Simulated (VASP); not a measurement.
The system is HfO2.

```
Hf O
1.0
     0.00000    2.52352    2.52352
     2.52352    0.00000    2.52352
     2.52352    2.52352    0.00000
Hf O
1 2
Cartesian
  0.0000 0.0000 0.0000
  1.2618 1.2618 1.2618
  3.7853 3.7853 3.7853
```

```yaml
Program: VASP 6.6.1
Task: relaxation of cell and atoms
Functional: PBEsol
Potentials_or_basis: VASP PAW PBE potentials, release 64 (Hf_pv, O)
Cutoff: 600 eV
k_mesh: 8 × 8 × 8
Occupations: gaussian, width 0.02 eV
Spin: no spin polarisation
```

At the start: pressure -4.4 GPa; volume 10.71 Å³/atom.

**Question.** How do energy, volume and symmetry change on relaxing?

**Answer.** Over 3 steps the energy falls by 2.5 meV/atom and the volume is 10.54 Å³/atom (-1.7 %); space group Fm-3m (No. 225, to 0.1 Å) before and after.

Step by step:
```csv
step,energy change (eV),largest force (eV/Å),pressure (GPa),volume (Å³)
1,0.0000,0.0000,-4.42,32.14
2,0.0113,0.0000,7.55,30.78
3,-0.0076,0.0000,-0.03,31.61
```

Final structure:
```xyz
3
Lattice="0.0000 2.5094 2.5094 2.5094 0.0000 2.5094 2.5094 2.5094 0.0000" Properties=species:S:1:pos:R:3 pbc="T T T"
Hf    0.0000    0.0000    0.0000
O     1.2547    1.2547    1.2547
O     3.7642    3.7642    3.7642
```

Caveat: the PAW data sets were made with another functional, which shifts forces and pressure a little.
